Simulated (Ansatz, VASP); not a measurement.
NbTe8Mo3 in VASP and in Ansatz

The input INCAR:

```
PREC = Accurate
ENCUT = 520
EDIFF = 1E-6
ISMEAR = 0
SIGMA = 0.1
LREAL = False
LASPH = True
NELM = 150
ALGO = Normal
ISIF = 2
LWAVE = False
LCHARG = True
ISPIN = 2
MAGMOM = 0.33 0 0 0 0 0 0 0 0 0 0 0
LORBIT = 11
LMAXMIX = 4
GGA = PE
LELF = True
LVHAR = True
NBANDS = 68
```

Contents of KPOINTS:

```
regular mesh
0
Gamma
  6 6 1
```

POSCAR

```
NbTe8Mo3
1.0
    3.5847311000      0.0000000000      0.0000000000
   -1.7923655000      3.1044682000      0.0000000000
    0.0000000000      0.0000000000     34.6056968000
Nb Te Mo
1 8 3
Direct
    0.0000000000      0.0000000000      0.0000000000
    0.3333333000      0.6666667000      0.1982900000
    0.3333333000      0.6666667000      0.4480580000
    0.3333333000      0.6666667000      0.6978210000
    0.3333333000      0.6666667000      0.9453720000
    0.3333333000      0.6666667000      0.0546280000
    0.3333333000      0.6666667000      0.3021790000
    0.3333333000      0.6666667000      0.5519420000
    0.3333333000      0.6666667000      0.8017100000
    0.0000000000      0.0000000000      0.2502340000
    0.0000000000      0.0000000000      0.5000000000
    0.0000000000      0.0000000000      0.7497660000
```

Input for Ansatz:

```yaml
crystal:
  lattice:
    - [3.5847311, 0.0, 0.0]
    - [-1.7923655, 3.1044682, 0.0]
    - [0.0, 0.0, 34.6056968]
  atoms:
    - { symbol: Nb, position: [0.0, 0.0, 0.0], spin: 0.33 }
    - { symbol: Te, position: [0.3333333, 0.6666667, 0.19829] }
    - { symbol: Te, position: [0.3333333, 0.6666667, 0.448058] }
    - { symbol: Te, position: [0.3333333, 0.6666667, 0.697821] }
    - { symbol: Te, position: [0.3333333, 0.6666667, 0.945372] }
    - { symbol: Te, position: [0.3333333, 0.6666667, 0.054628] }
    - { symbol: Te, position: [0.3333333, 0.6666667, 0.302179] }
    - { symbol: Te, position: [0.3333333, 0.6666667, 0.551942] }
    - { symbol: Te, position: [0.3333333, 0.6666667, 0.80171] }
    - { symbol: Mo, position: [0.0, 0.0, 0.250234] }
    - { symbol: Mo, position: [0.0, 0.0, 0.5] }
    - { symbol: Mo, position: [0.0, 0.0, 0.749766] }
basis:
  ecutwfc: 420
kpoints:
  mp_grid: { grid: [6, 6, 1] }
hamiltonian:
  xc: pbe
scf:
  occupations: { method: gaussian, width: 0.1 }
  lower_state_search: "off"
output:
  forces: true
  stress: true
  eigenvalues: true
  populations: true
magnetization:
  spin_polarized: true
```

Alike in both runs: task single point; functional PBE; k mesh 6 × 6 × 1; occupations gaussian, width 0.1 eV; collinear spin.

|  | VASP | Ansatz |
| --- | --- | --- |
| version | VASP 6.6.1 | Ansatz 0.2.0 |
| potentials or method | VASP PAW PBE potentials, release 64 (Nb_sv, Te, Mo_sv), cutoff 520 eV | scalar-relativistic, plane waves, PAW |
| valence electrons in the cell | 103 | 183 |

```csv
,VASP,Ansatz,Ansatz less VASP
gap on the k mesh at the Fermi level (eV),none,none,-
pressure (GPa),0.0,0.0,+0.05
rms of the force components (eV/Å),0.011,0.007,-0.0034
net moment per atom (μB),0.04,0.04,-0.001
size of the moment on the site where the two differ most (μB),0.30,0.29,-0.011
```

Site moments also hang on the region over which each program counts them. Atom by atom the forces differ by 0.006 eV/Å (rms over components). A gap of «none» marks a metal or a gap that the smearing closes. VASP's potentials hold 103 valence electrons a cell and Ansatz's 183, so a difference there can come from the potentials and not from the codes.

Neither program's run includes spin-orbit coupling.
